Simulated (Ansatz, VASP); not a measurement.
# One calculation of Zr5Ge3, two programs

```xyz
16
Lattice="7.9509 0.0000 0.0000 -3.9755 6.8857 0.0000 0.0000 0.0000 5.5109" Properties=species:S:1:pos:R:3 pbc="T T T"
Zr   -2.9674    5.1396    4.1332
Zr   -1.0081    1.7461    1.3777
Zr    2.9674    5.1396    1.3777
Zr    5.9347    0.0000    4.1332
Zr    1.0081    1.7461    4.1332
Zr    2.0162    0.0000    1.3777
Zr    0.0000    4.5905    2.7555
Zr    3.9755    2.2952    0.0000
Zr    3.9755    2.2952    2.7555
Zr    0.0000    4.5905    0.0000
Ge    3.0877    0.0000    4.1332
Ge    1.5439    2.6740    1.3777
Ge   -2.4316    4.2117    1.3777
Ge   -1.5439    2.6740    4.1332
Ge    2.4316    4.2117    4.1332
Ge    4.8632    0.0000    1.3777
```

Alike in both runs: functional LDA; k mesh 6 × 6 × 6; occupations gaussian, width 0.1 eV; no spin polarisation.

Ansatz relaxed the structure, and its values are those at the end. VASP's run is a single point on that final structure, the one shown.

|  | VASP | Ansatz |
| --- | --- | --- |
| version | VASP 6.6.1 | Ansatz 0.2.0 |
| potentials or method | VASP PAW LDA potentials, release 64 (Zr_sv, Ge_d), cutoff 520 eV | scalar-relativistic, plane waves, PAW |
| valence electrons in the cell | 204 | 204 |

```csv
,VASP,Ansatz,Ansatz less VASP
gap on the k mesh at the Fermi level (eV),none,none,-
pressure (GPa),0.3,0.0,-0.33
rms of the force components (eV/Å),0.003,0.000,-0.0028
```

LDA's correlation is that of Perdew and Zunger in VASP and of Perdew and Wang (1992) in Ansatz. A gap of «none» marks a metal or a gap that the smearing closes.
